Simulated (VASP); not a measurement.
A run of VASP 6.6.1:

File INCAR:

```
PREC = Accurate
ENCUT = 520
EDIFF = 1E-6
ISMEAR = 0
SIGMA = 0.1
LREAL = F
LASPH = T
NELM = 100
ALGO = Normal
ISIF = 2
LWAVE = F
LCHARG = F
GGA = PE
NBANDS = 56
```

The input KPOINTS:

```
Automatic mesh
0
Gamma
  6 6 6
```

Contents of POSCAR:

```
Ga5As3P2
1.0
   -1.9959628000      1.9959628000     14.1342286000
    1.9959628000     -1.9959628000     14.1342286000
    1.9959628000      1.9959628000    -14.1342286000
Ga P As
5 2 3
Direct
    0.6984470000      0.6984470000      0.0000000000
    0.3015530000      0.3015530000      0.0000000000
    0.9045200000      0.9045200000      0.0000000000
    0.5000000000      0.5000000000      0.0000000000
    0.0954800000      0.0954800000      0.0000000000
    0.9522480000      0.4522480000      0.5000000000
    0.5477520000      0.0477520000      0.5000000000
    0.3530040000      0.8530040000      0.5000000000
    0.1469960000      0.6469960000      0.5000000000
    0.7500000000      0.2500000000      0.5000000000
```

Potentials or basis: VASP PAW PBE potentials, release 64 (Ga_d, P, As).

Run with:

```bash
$ cat potpaw_PBE.64/Ga_d/POTCAR potpaw_PBE.64/P/POTCAR potpaw_PBE.64/As/POTCAR > POTCAR
$ mpirun -np 1 vasp_std > vasp.out
```

Hardware: 1 thread of Intel(R) Xeon(R) 6975P-C (Granite Rapids), on a shared host.

How long does it take, and how much memory?

It took 50 min on 1 thread of Intel(R) Xeon(R) 6975P-C (Granite Rapids), with other jobs on the host, peak memory 2.1 GiB. Counts: scf iterations 15, k points 30.
